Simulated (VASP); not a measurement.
Here is a VASP 6.6.1 calculation.

Contents of INCAR:

```
SYSTEM = PbSe
ALGO     = Normal         ! electronic algorithm
EDIFF    = 1E-6           ! SCF threshold, eV
ENCUT    = 500            ! plane-wave cutoff, eV
GGA      = RE             ! functional
GGA_COMPAT= .False.      
ISIF     = 2              ! what is computed and relaxed
ISMEAR   = 0              ! smearing method
IVDW     = 13             ! dispersion correction
LASPH    = .True.         ! aspherical terms in the spheres
LCHARG   = .False.        ! write CHGCAR
LREAL    = .False.        ! projectors in reciprocal space
LWAVE    = .False.        ! write WAVECAR
NBANDS   = 17             ! bands
NELM     = 120            ! most SCF steps
PREC     = Accurate       ! precision mode
SIGMA    = 0.05           ! smearing width, eV
```

KPOINTS

```
k-points
0
Gamma
  6 6 6
  0 0 0
```

The input POSCAR:

```
PbSe
1.0
    0.0000000000      3.0865358290      3.0865358290
    3.0865358290      0.0000000000      3.0865358290
    3.0865358290      3.0865358290      0.0000000000
Pb Se
1 1
Direct
    0.5000000000      0.5000000000      0.5000000000
    0.0000000000      0.0000000000      0.0000000000
```

Potentials or basis: VASP PAW PBE potentials, release 64 (Pb_d, Se).

Command:

```sh
$ cat potpaw_PBE.64/Pb_d/POTCAR potpaw_PBE.64/Se/POTCAR > POTCAR
$ mpirun -np 1 vasp_std > vasp.out
```

(1) Estimate the dispersion energy per atom.

(2) Predict the band gap on the k mesh.

(3) Predict the pressure.

## Answers

(1) -0.603 eV.

(2) 0.44 eV, direct.

(3) -0.9 GPa.

Caveat: the PAW data sets were made with another functional, which shifts forces and pressure a little; spin-orbit coupling is left out, which moves the levels of the heavy elements.
